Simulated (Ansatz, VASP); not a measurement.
HfSiO4 in VASP and in Ansatz

```
CELL_PARAMETERS angstrom
5.84195 0.00000 0.00000
-2.92097 5.05927 0.00000
0.00000 0.00000 9.51828
ATOMIC_POSITIONS crystal
Hf 0.33333 0.66667 0.43795
Hf 0.66667 0.33333 0.93795
Si 0.33333 0.66667 0.06242
Si 0.66667 0.33333 0.56242
O 0.33333 0.66667 0.23392
O 0.66667 0.33333 0.73392
O 0.48544 0.97088 0.00524
O 0.51456 0.48544 0.50524
O 0.02912 0.51456 0.00524
O 0.51456 0.02912 0.50524
O 0.48544 0.51456 0.00524
O 0.97088 0.48544 0.50524
```

Alike in both runs: functional PBE; k mesh 6 × 6 × 4; occupations gaussian, width 0.02 eV; no spin polarisation.

Ansatz relaxed the structure, and its values are those at the end. VASP's run is a single point on that final structure, the one shown.

|  | VASP | Ansatz |
| --- | --- | --- |
| version | VASP 6.6.1 | Ansatz 0.2.0 |
| potentials or method | VASP PAW PBE potentials, release 64 (Hf_pv, Si, O), cutoff 600 eV | scalar-relativistic, plane waves, PAW |
| valence electrons in the cell | 76 | 108 |

Ansatz gave:

| Property | Result |
| --- | --- |
| gap on the k mesh at the Fermi level (eV) | 4.77 |
| least direct gap on the mesh (eV) | 4.77 |
| pressure (GPa) | 0.0 |
| rms of the force components (eV/Å) | 0.003 |

Task: Estimate VASP's values.

Result: gap on the k mesh at the Fermi level (eV): 4.78; least direct gap on the mesh (eV): 4.78; pressure (GPa): -0.6; rms of the force components (eV/Å): 0.091.

VASP's potentials hold 76 valence electrons a cell and Ansatz's 108, so a difference there can come from the potentials and not from the codes. Ansatz's warnings: xc potential rough in thin density.

Spin-orbit coupling is off throughout.
